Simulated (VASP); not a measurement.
Write the native input for VASP 6.6.1 that does the following.

| Quantity | Value |
| --- | --- |
| Task | single point |
| Functional | LDA |
| Potentials or basis | VASP PAW LDA potentials, release 64 (As_d) |
| Cutoff | 510 eV |
| k mesh | 6 × 6 × 6 |
| Occupations | gaussian, width 0.1 eV |
| Spin | no spin polarisation |
| Dipole correction | no |
| Further INCAR settings | ALGO = Normal; EDIFF = 1e-06; NBANDS = 22 |

The structure of As lies in POSCAR:

```
As
1.0
    1.8797500000      1.0852741700      3.4857666700
   -1.8797500000      1.0852741700      3.4857666700
    0.0000000000     -2.1705483400      3.4857666700
As
2
Direct
    0.2275400000      0.2275400000      0.2275400000
    0.7724600000      0.7724600000      0.7724600000
```

One way to write it, as run:

INCAR

```
SYSTEM = As
PREC = Accurate
ENCUT = 510
EDIFF = 1E-6
ISMEAR = 0
SIGMA = 0.1
LREAL = .False.
LASPH = .True.
NELM = 120
ALGO = Normal
ISIF = 2
LWAVE = .False.
LCHARG = .False.
NBANDS = 22
GGA_COMPAT = .False.
```

KPOINTS

```
regular mesh
0
Gamma
  6 6 6
  0 0 0
```

Potentials or basis: VASP PAW LDA potentials, release 64 (As_d).

Run with:

```console
$ cat potpaw_LDA.64/As_d/POTCAR > POTCAR
$ mpirun -np 1 vasp_std > vasp.out
```

Results of the run:

| Item | Value |
| --- | --- |
| Pressure | -1.4 GPa |
| Largest force | 0.012 eV/Å |
| Band gap on the k mesh | zero (bands 15 and 16 overlap by 0.35 eV) |

Wall time 33 s on 1 thread of AMD EPYC 7R43 64-Core Processor (Zen 3) (shared host), peak memory 0.11 GiB.
